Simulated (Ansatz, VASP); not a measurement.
## One calculation of Pt, two programs

```
CELL_PARAMETERS angstrom
-1.82350 1.61718 1.61718
1.61718 -1.82350 1.61718
1.61718 1.61718 -1.82350
ATOMIC_POSITIONS crystal
Pt 0.00000 0.00000 0.00000
```

Alike in both runs: task single point; functional LDA; k mesh 22 × 22 × 22; occupations gaussian, width 0.15 eV; no spin polarisation.

|  | VASP | Ansatz |
| --- | --- | --- |
| version | VASP 6.6.1 | Ansatz 0.2.0 |
| potentials or method | VASP PAW LDA potentials, release 64 (Pt), cutoff 520 eV | scalar-relativistic, plane waves, PAW |
| valence electrons in the cell | 10 | 18 |

|  | VASP | Ansatz | Ansatz less VASP |
| --- | --- | --- | --- |
| gap on the k mesh at the Fermi level (eV) | none | none | - |
| pressure (GPa) | -8.9 | -9.3 | -0.40 |
| traceless stress, the component that is largest in VASP (GPa) | 21.11 | 21.02 | -0.091 |

Ansatz warns that its potentials were made for another functional, while VASP's fit it. LDA's correlation is that of Perdew and Zunger in VASP and of Perdew and Wang (1992) in Ansatz. A gap of «none» marks a metal or a gap that the smearing closes. VASP's potentials hold 10 valence electrons a cell and Ansatz's 18, so a difference there can come from the potentials and not from the codes.

Neither program's run includes spin-orbit coupling.
